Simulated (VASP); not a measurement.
# BN (zincblende type) (F-43m) in VASP: notebook

The runs below take BN (zincblende type) through single point, with LDA.

Everything below comes from runs of VASP 6.6.1. Logs are shortened: lines on timing, memory, paths and dates and some standing lists are left out, and cuts for length are marked.

### 1 The cell of the first run

Symmetry: F-43m, No. 216, cubic system. The conventional cell has a = 3.086 Å, b = 3.086 Å, c = 3.086 Å, α = 90.00°, β = 90.00°, γ = 90.00°. Within 1.8 Å of B (site symmetry -43m) lie 4 N at 1.34 Å. Within 1.8 Å of N (site symmetry -43m) lie 4 B at 1.34 Å.

### 2 Single point, LDA (volume scaled by 0.64)

INCAR reads:

```
ALGO = Normal
EDIFF = 1E-6
ENCUT = 600
GGA = CA
GGA_COMPAT = False
ISIF = 2
ISMEAR = -1
LASPH = True
LCHARG = True
LELF = True
LREAL = False
LVHAR = True
LWAVE = False
NBANDS = 11
NELM = 120
PREC = Accurate
SIGMA = 0.1
```

KPOINTS reads:

```
k-points
0
Gamma
  15 15 15
```

POSCAR reads:

```
BN
1.0
    0.0000000000      1.5428405534      1.5428405534
    1.5428405534      0.0000000000      1.5428405534
    1.5428405534      1.5428405534      0.0000000000
B N
1 1
Direct
    0.0000000000      0.0000000000      0.0000000000
    0.2500000000      0.2500000000      0.2500000000
```

Potentials or basis: VASP PAW LDA potentials, release 64 (B, N).

On the command line:

```
cat potpaw_LDA.64/B/POTCAR potpaw_LDA.64/N/POTCAR > POTCAR
mpirun -np 1 vasp_std > vasp.out
```

OUTCAR:

```text
EDIFF = 1E-6
   ENCUT = 600
   GGA = CA
   ISIF = 2
   ISMEAR = -1
   LASPH = True
   LREAL = False
   NELM = 120
   PREC = Accurate

 ion  position               nearest neighbor table
   1  0.000  0.000  0.000-   2 1.34   2 1.34   2 1.34   2 1.34
   2  0.250  0.250  0.250-   1 1.34   1 1.34   1 1.34   1 1.34

  LATTYP: Found a face centered cubic cell.
 ALAT       =     3.0856811068

  Lattice vectors:

 A1 = (   0.0000000000,   1.5428405534,   1.5428405534)
 A2 = (   1.5428405534,   0.0000000000,   1.5428405534)
 A3 = (   1.5428405534,   1.5428405534,   0.0000000000)

Analysis of symmetry for initial positions (statically):
=====================================================================
 Subroutine PRICEL returns:
 Original cell was already a primitive cell.

 Routine SETGRP: Setting up the symmetry group for a
 face centered cubic supercell.

 Subroutine GETGRP returns: Found 24 space group operations
 (whereof 24 operations were pure point group operations)
 out of a pool of 48 trial point group operations.

The static configuration has the point symmetry T_d .

Analysis of symmetry for dynamics (positions and initial velocities):
=====================================================================
 Subroutine PRICEL returns:
 Original cell was already a primitive cell.

 Routine SETGRP: Setting up the symmetry group for a
 face centered cubic supercell.

 Subroutine GETGRP returns: Found 24 space group operations
 (whereof 24 operations were pure point group operations)
 out of a pool of 48 trial point group operations.

The dynamic configuration has the point symmetry T_d .

 Subroutine INISYM returns: Found 24 space group operations
 (whereof 24 operations are pure point group operations),
 and found     1 'primitive' translations

----------------------------------------------------------------------------------------

                                     Primitive cell

  volume of cell :       7.3450

  direct lattice vectors                    reciprocal lattice vectors
     0.000000000  1.542840553  1.542840553    -0.324077559  0.324077559  0.324077559
     1.542840553  0.000000000  1.542840553     0.324077559 -0.324077559  0.324077559
     1.542840553  1.542840553  0.000000000     0.324077559  0.324077559 -0.324077559

  length of vectors
     2.181906035  2.181906035  2.181906035     0.561318797  0.561318797  0.561318797

  position of ions in fractional coordinates (direct lattice)
     0.000000000  0.000000000  0.000000000
[... 81 lines left out ...]
   NSW    =      0    number of steps for IOM
   IBRION =     -1    ionic relax: 0-MD 1-quasi-New 2-CG
   NFREE  =      0    steps in history (QN), initial steepest desc. (CG)
   ISIF   =      2    stress and relaxation
   ISYM   =      2    0-nonsym 1-usesym 2-fastsym
   POTIM  = 0.5000    time-step for ionic-motion
   TEBEG  =    0.0;   TEEND  =   0.0 temperature during run
   PSTRESS=    0.0 pullay stress
   NELECT =       8.0000    total number of electrons
   NUPDOWN=      -1.0000    fix difference up-down
   EMIN   =  10.00;   EMAX   =-10.00  energy-range for DOS
   EFERMI =   0.00;   METHOD = LEGACY
   ISMEAR =    -1;   SIGMA  =   0.10  broadening in eV -4-tet -1-fermi 0-gaus
   EFERMI_NEDOS =   21; number of points for ismear=-14 and -15
   IALGO  =     38    algorithm
   IMIX   =      4    mixing-type and parameters
     AMIX     =   0.40;   BMIX     =  1.00
     AMIX_MAG =   1.60;   BMIX_MAG =  1.00
  volume/ion in A,a.u.               =       3.67        24.78
  Fermi-wavevector in a.u.,A,eV,Ry     =   1.684381  3.183019 38.601645  2.837141
  Thomas-Fermi vector in A             =   2.767414
   LORBIT       =      0    0 simple, 1 ext, 2 COOP (PROOUT), +10 PAW based schemes
   GGA     = CA    functional components
   LHFCALC =     F    Hartree Fock is set to
   AEXX    =    0.0000 exact exchange contribution
   IVDW    =     0    specifies the selected vdW correction
   LEPSILON=     F    determine dielectric tensor
   LRPA    =     F    only Hartree local field effects (RPA)
 non-spin polarized calculation
  energy-cutoff  :      600.00
  volume of cell :        7.35
 maximum number of plane-waves:       262
 NGX is ok and might be reduce to    18
   NGX =  9   NGY =  9   NGZ =  9

 number of electron       8.0000001 magnetization

 Free energy of the ion-electron system (eV)
  ---------------------------------------------------
  ext. energy  EPLUGINS =         0.00000000
  ---------------------------------------------------
  free energy    TOTEN  =       -15.72354607 eV

  energy without entropy =      -15.72354607  energy(sigma->0) =      -15.72354607

 E-fermi :  16.5318     XC(G=0): -15.5493

 val. band max:       14.6115087440   @ k =   0.0000   0.0000   0.0000
 cond. band min:      19.5062766793   @ k =   0.4667   0.4667   0.0000
 fundamental gap:      4.8947679353
 Fermi energy:        16.5317587325

 k-point     1 :       0.0000    0.0000    0.0000
  band No.  band energies     occupation
      1     -11.8991      2.00000
      2      14.6115      2.00000
      3      14.6115      2.00000
      4      14.6115      2.00000
      5      25.5460      0.00000
      6      25.5460      0.00000
      7      25.5460      0.00000
      8      33.9229      0.00000
      9      48.8670      0.00000
     10      49.0034      0.00000
     11      49.0034      0.00000
[... 309 lines left out ...]
 k-point    24 :       0.2000    0.1333    0.0000
  band No.  band energies     occupation
      1     -10.5524      2.00000
      2      10.6479      2.00000
      3      11.6878      2.00000
      4      12.8598      2.00000
      5      24.9773      0.00000
      6      29.6434      0.00000
      7      29.6824      0.00000
      8      33.1475      0.00000
      9      39.3774      0.00000
     10      48.8596      0.00000
     11      49.7742      0.00000

 [... further k-points ...]
[... 5 lines left out ...]
  --------------------------------------------------------------------------------------
  -------------------------------------------------------------------------------------
  Total       18.2925345     18.2925345     18.2925345     -0.0000000     -0.0000000     -0.0000000
  in kB     3990.1693940   3990.1693940   3990.1693940     -0.0000000     -0.0000000     -0.0000000
  external PRESSURE =    3990.1693940 kB  Pullay stress =       0.0000000 kB

 VOLUME and BASIS-vectors are now :
 -----------------------------------------------------------------------------
  energy-cutoff  :      600.00
  volume of cell :        7.35
      direct lattice vectors                 reciprocal lattice vectors
     0.000000000  1.542840553  1.542840553    -0.324077559  0.324077559  0.324077559
     1.542840553  0.000000000  1.542840553     0.324077559 -0.324077559  0.324077559
     1.542840553  1.542840553  0.000000000     0.324077559  0.324077559 -0.324077559

 POSITION                                       TOTAL-FORCE (eV/Angst)
 -----------------------------------------------------------------------------------
      0.00000      0.00000      0.00000         0.000000     -0.000000      0.000000
      0.77142      0.77142      0.77142        -0.000000      0.000000     -0.000000
 -----------------------------------------------------------------------------------
    total drift:                               -0.000000     -0.000000     -0.000000

  FREE ENERGIE OF THE ION-ELECTRON SYSTEM (eV)
  ---------------------------------------------------
  free  energy   TOTEN  =       -15.7235460693 eV

  energy  without entropy=      -15.7235460693  energy(sigma->0) =      -15.72354607
```

stdout:

```text
POSCAR found type information on POSCAR B N
 POSCAR found :  2 types and       2 ions
 scaLAPACK will be used
 LDA part: xc-table for (Slater(with rela. corr.)+CA(PZ))
 , standard interpolation
 POSCAR, INCAR and KPOINTS ok, starting setup
 FFT: planning ... GRIDC
 FFT: planning ... GRID_SOFT
 FFT: planning ... GRID
 WAVECAR not read
 entering main loop
```

Run time: 16 s. Hardware: 1 thread of AMD EPYC 9R45, shared host; peak memory 0.09 GiB.

What came out:

```yaml
Free_energy: -15.7235 eV
Pressure: 399.0 GPa
Band_gap_on_the_k_mesh: 4.89 eV, indirect (least direct gap 10.93 eV)
```

Levels at points of the mesh, in eV from the valence-band top:
```tsv
k point	band 1	band 2	band 3	band 4	band 5	band 6	band 7	band 8	band 9
(0.00, 0.00, 0.00)	-26.51	0.00	0.00	0.00	10.93	10.93	10.93	19.31	34.26
```

### 3 Single point, LDA (volume scaled by 0.72)

INCAR reads:

```
SYSTEM = BN
  PREC = Accurate
  ENCUT = 600
  EDIFF = 1E-6
  ISMEAR = -1
  SIGMA = 0.1
  LREAL = .FALSE.
  LASPH = .TRUE.
  NELM = 120
  ALGO = Normal
  ISIF = 2
  LWAVE = .FALSE.
  LCHARG = .FALSE.
  NBANDS = 11
  GGA_COMPAT = .FALSE.
```

KPOINTS reads:

```
Automatic mesh
0
G
  15 15 15
  0 0 0
```

POSCAR reads:

```
BN
1.0
    0.0000000000      1.6046188383      1.6046188383
    1.6046188383      0.0000000000      1.6046188383
    1.6046188383      1.6046188383      0.0000000000
B N
1 1
Direct
    0.0000000000      0.0000000000      0.0000000000
    0.2500000000      0.2500000000      0.2500000000
```

Potentials or basis: VASP PAW LDA potentials, release 64 (B, N).

On the command line:

```
cat potpaw_LDA.64/B/POTCAR potpaw_LDA.64/N/POTCAR > POTCAR
mpirun -np 1 vasp_std > vasp.out
```

OUTCAR:

```text
SYSTEM = BN
   PREC = Accurate
   ENCUT = 600
   EDIFF = 1E-6
   ISMEAR = -1
   LREAL = .FALSE.
   LASPH = .TRUE.
   NELM = 120
   ISIF = 2

 ion  position               nearest neighbor table
   1  0.000  0.000  0.000-   2 1.39   2 1.39   2 1.39   2 1.39
   2  0.250  0.250  0.250-   1 1.39   1 1.39   1 1.39   1 1.39

  LATTYP: Found a face centered cubic cell.
 ALAT       =     3.2092376766

  Lattice vectors:

 A1 = (   0.0000000000,   1.6046188383,   1.6046188383)
 A2 = (   1.6046188383,   0.0000000000,   1.6046188383)
 A3 = (   1.6046188383,   1.6046188383,   0.0000000000)

Analysis of symmetry for initial positions (statically):
=====================================================================
 Subroutine PRICEL returns:
 Original cell was already a primitive cell.

 Routine SETGRP: Setting up the symmetry group for a
 face centered cubic supercell.

 Subroutine GETGRP returns: Found 24 space group operations
 (whereof 24 operations were pure point group operations)
 out of a pool of 48 trial point group operations.

The static configuration has the point symmetry T_d .

Analysis of symmetry for dynamics (positions and initial velocities):
=====================================================================
[... 164 lines left out ...]

 k-point     1 :       0.0000    0.0000    0.0000
  band No.  band energies     occupation
      1     -12.1449      2.00000
      2      12.5629      2.00000
      3      12.5629      2.00000
      4      12.5629      2.00000
      5      22.9392      0.00000
      6      22.9392      0.00000
      7      22.9392      0.00000
      8      29.4439      0.00000
      9      44.2897      0.00000
     10      45.1634      0.00000
     11      45.1634      0.00000
[... 309 lines left out ...]
 k-point    24 :       0.2000    0.1333    0.0000
  band No.  band energies     occupation
      1     -10.8937      2.00000
      2       8.9601      2.00000
      3       9.9872      2.00000
      4      10.9159      2.00000
      5      22.2883      0.00000
      6      26.5541      0.00000
      7      26.5637      0.00000
      8      29.6842      0.00000
      9      35.5354      0.00000
     10      45.0390      0.00000
     11      45.5437      0.00000

 [... further k-points ...]
[... 5 lines left out ...]
  --------------------------------------------------------------------------------------
  -------------------------------------------------------------------------------------
  Total       12.3608319     12.3608319     12.3608319     -0.0000000      0.0000000      0.0000000
  in kB     2396.6942221   2396.6942221   2396.6942221     -0.0000000      0.0000000      0.0000000
  external PRESSURE =    2396.6942221 kB  Pullay stress =       0.0000000 kB

 VOLUME and BASIS-vectors are now :
 -----------------------------------------------------------------------------
  energy-cutoff  :      600.00
  volume of cell :        8.26
      direct lattice vectors                 reciprocal lattice vectors
     0.000000000  1.604618838  1.604618838    -0.311600480  0.311600480  0.311600480
     1.604618838  0.000000000  1.604618838     0.311600480 -0.311600480  0.311600480
     1.604618838  1.604618838  0.000000000     0.311600480  0.311600480 -0.311600480

 POSITION                                       TOTAL-FORCE (eV/Angst)
 -----------------------------------------------------------------------------------
      0.00000      0.00000      0.00000         0.000000      0.000000      0.000000
      0.80231      0.80231      0.80231        -0.000000     -0.000000     -0.000000
 -----------------------------------------------------------------------------------
    total drift:                               -0.000000     -0.000000     -0.000001

  FREE ENERGIE OF THE ION-ELECTRON SYSTEM (eV)
  ---------------------------------------------------
  free  energy   TOTEN  =       -17.5245019068 eV

  energy  without entropy=      -17.5245019067  energy(sigma->0) =      -17.52450191
```

Run time: 14 s. Hardware: 1 thread of AMD EPYC 9R45, shared host; peak memory 0.09 GiB.

Results:

```
Free energy            : -17.5245 eV
Pressure               : 239.7 GPa
Band gap on the k mesh : 4.78 eV, indirect (least direct gap 10.38 eV)
```

 A k mesh can miss the band edges.
